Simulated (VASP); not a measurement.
# CoSi2 (Fm-3m) in VASP: further runs

The runs below take CoSi2 through single point, with revPBE, r2SCAN.

All numbers are computed with VASP 6.6.1; they aren't measurements. Logs are shortened: lines on timing, memory, paths and dates and some standing lists are left out, and cuts for length are marked.

## (1) The cell of the first run

The structure is cubic, space group Fm-3m (No. 225). Conventional cell: a = 5.382 Å, b = 5.382 Å, c = 5.382 Å, α = 90.00°, β = 90.00°, γ = 90.00°. Co (site symmetry m-3m) has 8 Si at 2.33 Å within 3.1 Å. Within 3.1 Å of Si (site symmetry -43m) lie 4 Co at 2.33 Å and 6 Si at 2.69 Å.

## (2) Single point, revPBE, collinear spin, ferromagnetic start

The input, INCAR:

```
SYSTEM = CoSi2
PREC     = Accurate       ! precision mode
ENCUT    = 520            ! plane-wave cutoff, eV
EDIFF    = 1E-6           ! SCF threshold, eV
ISMEAR   = 0              ! smearing method
SIGMA    = 0.05           ! smearing width, eV
LREAL    = .False.        ! projectors in reciprocal space
LASPH    = .True.         ! aspherical terms in the spheres
NELM     = 150            ! most SCF steps
ALGO     = Normal         ! electronic algorithm
ISIF     = 2              ! what is computed and relaxed
LWAVE    = .False.        ! write WAVECAR
LCHARG   = .True.         ! write CHGCAR
ISPIN    = 2              ! spin polarisation
MAGMOM   = 0.05 0 0       ! initial moments
LORBIT   = 11             ! projections on sites
LMAXMIX  = 4              ! l up to which the mixer works
GGA      = RE             ! functional
LELF     = .True.         ! ELF
LVHAR    = .True.       
NBANDS   = 20             ! bands
```

The input, KPOINTS:

```
regular mesh
0
Gamma
  8 8 8
  0 0 0
```

The input, POSCAR:

```
CoSi2
1.0
    0.0000000000      2.6907500937      2.6907500937
    2.6907500937      0.0000000000      2.6907500937
    2.6907500937      2.6907500937      0.0000000000
Co Si
1 2
Direct
    0.0000000000      0.0000000000      0.0000000000
    0.2500000000      0.2500000000      0.2500000000
    0.7500000000      0.7500000000      0.7500000000
```

Potentials or basis: VASP PAW PBE potentials, release 64 (Co, Si).

Started as:

```bash
cat potpaw_PBE.64/Co/POTCAR potpaw_PBE.64/Si/POTCAR > POTCAR
mpirun -np 1 vasp_std > vasp.out
```

OUTCAR:

```text
SYSTEM = CoSi2
   PREC = Accurate
   ENCUT = 520
   EDIFF = 1E-6
   ISMEAR = 0
   LREAL = .False.
   LASPH = .True.
   NELM = 150
   ISIF = 2
   ISPIN = 2
   LORBIT = 11
   GGA = RE

 ion  position               nearest neighbor table
   1  0.000  0.000  0.000-   3 2.33   3 2.33   3 2.33   2 2.33   3 2.33   2 2.33   2 2.33   2 2.33

   2  0.250  0.250  0.250-   1 2.33   1 2.33   1 2.33   1 2.33   3 2.69   3 2.69   3 2.69   3 2.69
                             3 2.69   3 2.69
   3  0.750  0.750  0.750-   1 2.33   1 2.33   1 2.33   1 2.33   2 2.69   2 2.69   2 2.69   2 2.69
                             2 2.69   2 2.69

  LATTYP: Found a face centered cubic cell.
 ALAT       =     5.3815001874

  Lattice vectors:

 A1 = (   0.0000000000,   2.6907500937,   2.6907500937)
 A2 = (   2.6907500937,   0.0000000000,   2.6907500937)
 A3 = (   2.6907500937,   2.6907500937,   0.0000000000)

Analysis of symmetry for initial positions (statically):
=====================================================================
 Subroutine PRICEL returns:
 Original cell was already a primitive cell.

 Routine SETGRP: Setting up the symmetry group for a
 face centered cubic supercell.

 Subroutine GETGRP returns: Found 48 space group operations
 (whereof 48 operations were pure point group operations)
 out of a pool of 48 trial point group operations.

The static configuration has the point symmetry O_h .

Analysis of symmetry for dynamics (positions and initial velocities):
=====================================================================
 Subroutine PRICEL returns:
 Original cell was already a primitive cell.

 Routine SETGRP: Setting up the symmetry group for a
 face centered cubic supercell.

 Subroutine GETGRP returns: Found 48 space group operations
 (whereof 48 operations were pure point group operations)
 out of a pool of 48 trial point group operations.

The dynamic configuration has the point symmetry O_h .

Analysis of structural, dynamic, and magnetic symmetry:
=====================================================================
 Subroutine PRICEL returns:
 Original cell was already a primitive cell.

 Routine SETGRP: Setting up the symmetry group for a
 face centered cubic supercell.

 Subroutine GETGRP returns: Found 48 space group operations
 (whereof 48 operations were pure point group operations)
 out of a pool of 48 trial point group operations.

The overall configuration has the point symmetry O_h .

 Subroutine INISYM returns: Found 48 space group operations
 (whereof 48 operations are pure point group operations),
 and found     1 'primitive' translations

----------------------------------------------------------------------------------------

                                     Primitive cell

  volume of cell :      38.9628

  direct lattice vectors                    reciprocal lattice vectors
     0.000000000  2.690750094  2.690750094    -0.185821790  0.185821790  0.185821790
     2.690750094  0.000000000  2.690750094     0.185821790 -0.185821790  0.185821790
     2.690750094  2.690750094  0.000000000     0.185821790  0.185821790 -0.185821790

  length of vectors
     3.805295275  3.805295275  3.805295275     0.321852782  0.321852782  0.321852782

  position of ions in fractional coordinates (direct lattice)
     0.000000000  0.000000000  0.000000000
     0.250000000  0.250000000  0.250000000
     0.750000000  0.750000000  0.750000000

  ion indices of the primitive-cell ions
   primitive index   ion index
                 1           1
                 2           2
                 3           3

----------------------------------------------------------------------------------------

 KPOINTS: regular mesh

Automatic generation of k-mesh.
 Grid dimensions read from file:
 generate k-points for:    8    8    8

 Generating k-lattice:

  Cartesian coordinates                     Fractional coordinates (reciprocal lattice)
    -0.023227724  0.023227724  0.023227724     0.125000000  0.000000000  0.000000000
     0.023227724 -0.023227724  0.023227724     0.000000000  0.125000000  0.000000000
     0.023227724  0.023227724 -0.023227724     0.000000000  0.000000000  0.125000000

  Length of vectors
     0.040231598  0.040231598  0.040231598

  Shift w.r.t. Gamma in fractional coordinates (k-lattice)
     0.000000000  0.000000000  0.000000000

 Subroutine IBZKPT returns following result:
 ===========================================

 Found     29 irreducible k-points:

 Following reciprocal coordinates:
            Coordinates               Weight
  0.000000  0.000000  0.000000      1.000000
  0.125000  0.000000  0.000000      8.000000
  0.250000  0.000000  0.000000      8.000000
  0.375000  0.000000  0.000000      8.000000
  0.500000  0.000000  0.000000      4.000000
  0.125000  0.125000  0.000000      6.000000
[... 16 lines left out ...]
  0.500000  0.250000  0.125000     48.000000
 -0.375000  0.250000  0.125000     24.000000
 [... further k-points ...]
   k-points           NKPTS =     29   k-points in BZ     NKDIM =     29   number of bands    NBANDS=     20
   number of dos      NEDOS =    301   number of ions     NIONS =      3
   total plane-waves  NPLWV =  21952
   dimension x,y,z NGX =    28 NGY =   28 NGZ =   28
   dimension x,y,z NGXF=    56 NGYF=   56 NGZF=   56
   ions per type =               1   2
   NGX,Y,Z   is equivalent  to a cutoff of  12.23, 12.23, 12.23 a.u.
   NGXF,Y,Z  is equivalent  to a cutoff of  24.47, 24.47, 24.47 a.u.
 SYSTEM =  CoSi2
   PREC   = accura    normal or accurate (medium, high low for compatibility)
   ISTART =      0    job   : 0-new  1-cont  2-samecut
   ICHARG =      2    charge: 1-file 2-atom 10-const
   ISPIN  =      2    spin polarized calculation?
   LNONCOLLINEAR =      F non collinear calculations
   LSORBIT =      F    spin-orbit coupling
   LASPH  =      T    aspherical Exc in radial PAW
   ENCUT  =  520.0 eV  38.22 Ry    6.18 a.u.   7.08  7.08  7.08*2*pi/ulx,y,z
   NELM   =    150;   NELMIN=  2; NELMDL= -5     # of ELM steps
   EDIFF  = 0.1E-05   stopping-criterion for ELM
   LREAL  =      F    real-space projection
   EDIFFG = 0.1E-04   stopping-criterion for IOM
   NSW    =      0    number of steps for IOM
   IBRION =     -1    ionic relax: 0-MD 1-quasi-New 2-CG
   NFREE  =      0    steps in history (QN), initial steepest desc. (CG)
   ISIF   =      2    stress and relaxation
   ISYM   =      2    0-nonsym 1-usesym 2-fastsym
   POTIM  = 0.5000    time-step for ionic-motion
   TEBEG  =    0.0;   TEEND  =   0.0 temperature during run
   PSTRESS=    0.0 pullay stress
   NELECT =      17.0000    total number of electrons
   NUPDOWN=      -1.0000    fix difference up-down
   EMIN   =  10.00;   EMAX   =-10.00  energy-range for DOS
   EFERMI =   0.00;   METHOD = LEGACY
   ISMEAR =     0;   SIGMA  =   0.05  broadening in eV -4-tet -1-fermi 0-gaus
   EFERMI_NEDOS =   21; number of points for ismear=-14 and -15
   IALGO  =     38    algorithm
   IMIX   =      4    mixing-type and parameters
     AMIX     =   0.40;   BMIX     =  1.00
     AMIX_MAG =   1.60;   BMIX_MAG =  1.00
  volume/ion in A,a.u.               =      12.99        87.64
  Fermi-wavevector in a.u.,A,eV,Ry     =   1.241675  2.346425 20.976859  1.541756
  Thomas-Fermi vector in A             =   2.376062
   LORBIT       =     11    0 simple, 1 ext, 2 COOP (PROOUT), +10 PAW based schemes
   GGA     = RE    functional components
   LHFCALC =     F    Hartree Fock is set to
   AEXX    =    0.0000 exact exchange contribution
   IVDW    =     0    specifies the selected vdW correction
   LEPSILON=     F    determine dielectric tensor
   LRPA    =     F    only Hartree local field effects (RPA)
 spin polarized calculation
 Gauss-broadening in eV      SIGMA  =   0.05
  energy-cutoff  :      520.00
  volume of cell :       38.96
 maximum number of plane-waves:      1067
   NGX = 15   NGY = 15   NGZ = 15

 number of electron      16.9999992 magnetization       0.0001510

 number of electron      16.9999992 magnetization      -0.0000230

 Free energy of the ion-electron system (eV)
  ---------------------------------------------------
  ext. energy  EPLUGINS =         0.00000000
  ---------------------------------------------------
  free energy    TOTEN  =       -18.36849942 eV

  energy without entropy =      -18.36669282  energy(sigma->0) =      -18.36759612

 E-fermi :   9.9445     XC(G=0): -11.6462

 val. band max:        9.8148423837   @ k =   0.5000   0.2500   0.1250
 cond. band min:       9.9510352623   @ k =  -0.3750   0.1250   0.0000
 fundamental gap:      0.1361928786
 Fermi energy:         9.9445424555

 spin component 1

 k-point     1 :       0.0000    0.0000    0.0000
  band No.  band energies     occupation
      1      -3.0428      1.00000
      2       5.9636      1.00000
      3       5.9636      1.00000
      4       5.9636      1.00000
      5       8.1167      1.00000
      6       8.1167      1.00000
[... 12 lines left out ...]
     19      20.5268      0.00000
[... 513 lines left out ...]
      4       5.8281      1.00000
      5       7.1190      1.00000
      6       7.9848      1.00000
[... 12 lines left out ...]
     19      25.0181      0.00000
     20      25.5666      0.00000

 [... further k-points ...]

 spin component 2

 k-point     1 :       0.0000    0.0000    0.0000
  band No.  band energies     occupation
      1      -3.0428      1.00000
      2       5.9636      1.00000
      3       5.9636      1.00000
      4       5.9636      1.00000
      5       8.1166      1.00000
      6       8.1166      1.00000
[... 12 lines left out ...]
     19      20.5269      0.00000
[... 513 lines left out ...]
      4       5.8281      1.00000
      5       7.1189      1.00000
      6       7.9847      1.00000
[... 12 lines left out ...]
     19      25.0181      0.00000
     20      25.5666      0.00000

 [... further k-points ...]

------------------------ aborting loop because EDIFF is reached ----------------------------------------

  FORCE on cell =-STRESS in cart. coord.  units (eV):
  Direction    XX          YY          ZZ          XY          YZ          ZX
  --------------------------------------------------------------------------------------
  -------------------------------------------------------------------------------------
  Total       -0.1148962     -0.1148962     -0.1148962      0.0000000      0.0000000     -0.0000000
  in kB       -4.7246118     -4.7246118     -4.7246118      0.0000000      0.0000000     -0.0000000
  external PRESSURE =      -4.7246118 kB  Pullay stress =       0.0000000 kB

 VOLUME and BASIS-vectors are now :
 -----------------------------------------------------------------------------
  energy-cutoff  :      520.00
  volume of cell :       38.96
      direct lattice vectors                 reciprocal lattice vectors
     0.000000000  2.690750094  2.690750094    -0.185821790  0.185821790  0.185821790
     2.690750094  0.000000000  2.690750094     0.185821790 -0.185821790  0.185821790
     2.690750094  2.690750094  0.000000000     0.185821790  0.185821790 -0.185821790

 POSITION                                       TOTAL-FORCE (eV/Angst)
 -----------------------------------------------------------------------------------
      0.00000      0.00000      0.00000         0.000000      0.000000     -0.000000
      1.34538      1.34538      1.34538         0.000000      0.000000      0.000000
      4.03613      4.03613      4.03613        -0.000000     -0.000000     -0.000000
 -----------------------------------------------------------------------------------
    total drift:                               -0.000000     -0.000000      0.000000

  FREE ENERGIE OF THE ION-ELECTRON SYSTEM (eV)
  ---------------------------------------------------
  free  energy   TOTEN  =       -18.3684994237 eV

  energy  without entropy=      -18.3666928250  energy(sigma->0) =      -18.36759612

 total charge

# of ion       s       p       d       tot
------------------------------------------
    1        0.535   0.704   7.579   8.818
    2        0.717   0.864   0.000   1.581
    3        0.717   0.864   0.000   1.581
--------------------------------------------------
tot          1.970   2.431   7.579  11.980

 magnetization (x)

# of ion       s       p       d       tot
------------------------------------------
    1       -0.000  -0.000  -0.000  -0.000
    2        0.000   0.000   0.000   0.000
    3        0.000   0.000   0.000   0.000
--------------------------------------------------
tot          0.000  -0.000  -0.000  -0.000
```

Run time: 1.8 min. Hardware: 1 thread of AMD EPYC 7R13, shared host; peak memory 0.16 GiB.

What came out:

```
Free energy                                           : -18.3685 eV
Pressure                                              : -0.5 GPa
Net moment                                            : 0.00 μB per cell
Valence electrons inside the program's atomic spheres : Co 8.82; Si 1.58
```

Caveat: the PAW data sets were made with another functional, which shifts forces and pressure a little.

[end of part 1 of 2]
